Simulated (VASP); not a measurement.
# SnO2: single point with PBE

Crystal: SnO2.

```xyz
6
Lattice="4.8278 0.0000 0.0000 0.0000 4.8278 0.0000 0.0000 0.0000 3.2379" Properties=species:S:1:pos:R:3 pbc="T T T"
Sn    2.4139    2.4139    1.6190
Sn    0.0000    0.0000    0.0000
O     1.5508    1.5511    0.0000
O     3.9647    0.8628    1.6190
O     0.8631    3.9650    1.6190
O     3.2770    3.2767    0.0000
```

This cell differs from its parent crystal: atoms shifted along a free coordinate, c/a of the conventional cell at fixed volume 0.6707.

```
Program             : VASP 6.6.1
Task                : single point
Functional          : PBE
Potentials or basis : VASP PAW PBE potentials, release 64 (Sn_d, O)
Cutoff              : 520 eV
k mesh              : 6 × 6 × 8
Occupations         : gaussian, width 0.05 eV
Spin                : no spin polarisation
```

```yaml
Pressure: 6.1 GPa
Largest_force: 2.273 eV/Å
Band_gap_on_the_k_mesh: 0.97 eV
```

Forces in eV/Å, atoms in the order of the input:
```
Sn   0.000  0.000  0.000
Sn   0.000  0.000  0.000
O   -1.607 -1.607  0.000
O   -1.607  1.607  0.000
O    1.607 -1.607  0.000
O    1.607  1.607  0.000
```

Stress tensor (GPa, compression positive):
```
4.85 0.00 0.00
0.00 4.85 0.00
0.00 0.00 8.52
```

Levels at points of the mesh, in eV from the valence-band top:
```tsv
k point	band 23	band 24	band 25	band 26	band 27	band 28	band 29	band 30
(0.00, 0.00, 0.00)	-1.15	-0.65	-0.65	0.00	0.97	5.23	6.28	6.28
(0.50, 0.00, 0.00)	-1.13	-1.13	-0.66	-0.66	3.93	3.93	6.66	6.66
(0.00, 0.50, 0.00)	-1.13	-1.13	-0.66	-0.66	3.93	3.93	6.66	6.66
(0.50, 0.50, 0.00)	-1.22	-1.22	-0.79	-0.79	4.01	4.01	7.03	7.03
(0.00, 0.00, 0.50)	-1.43	-1.43	-1.26	-1.26	6.08	6.08	9.50	9.50
(0.50, 0.00, 0.50)	-0.99	-0.99	-0.56	-0.56	6.35	6.35	7.51	7.51
(0.00, 0.50, 0.50)	-0.99	-0.99	-0.56	-0.56	6.35	6.35	7.51	7.51
(0.50, 0.50, 0.50)	-1.09	-1.09	-0.75	-0.75	5.24	5.24	8.10	8.10
```

Run time: 100 s on 1 thread of AMD EPYC 9R45 96-Core Processor (Zen 5), with other jobs on the host, peak memory 0.26 GiB.

Caveat: the cell stands under pressure; spin-orbit coupling is left out, which moves the levels of the heavy elements; forces of over 1 eV/Å act on the atoms, so gaps and moduli don't describe the material at rest.
